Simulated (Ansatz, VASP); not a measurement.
**Mg: VASP beside Ansatz**

```xyz
1
Lattice="-1.8360 1.8360 1.6794 1.8360 -1.8360 1.6794 1.8360 1.8360 -1.6794" Properties=species:S:1:pos:R:3 pbc="T T T"
Mg    0.0000    0.0000    0.0000
```

Alike in both runs: task single point; functional LDA; k mesh 20 × 20 × 20; occupations gaussian, width 0.15 eV; no spin polarisation.

```csv
,VASP,Ansatz
version,VASP 6.6.1,Ansatz 0.2.0
potentials or method,"VASP PAW LDA potentials, release 64 (Mg), cutoff 520 eV","scalar-relativistic, plane waves, PAW"
valence electrons in the cell,2,10
```

|  | VASP | Ansatz | Ansatz less VASP |
| --- | --- | --- | --- |
| gap on the k mesh at the Fermi level (eV) | none | none | - |
| pressure (GPa) | -1.9 | -1.6 | +0.32 |
| traceless stress, the component that is largest in VASP (GPa) | 0.13 | 0.13 | +0.004 |

LDA's correlation is that of Perdew and Zunger in VASP and of Perdew and Wang (1992) in Ansatz. A gap of «none» marks a metal or a gap that the smearing closes. VASP's potentials hold 2 valence electrons a cell and Ansatz's 10, so a difference there can come from the potentials and not from the codes.
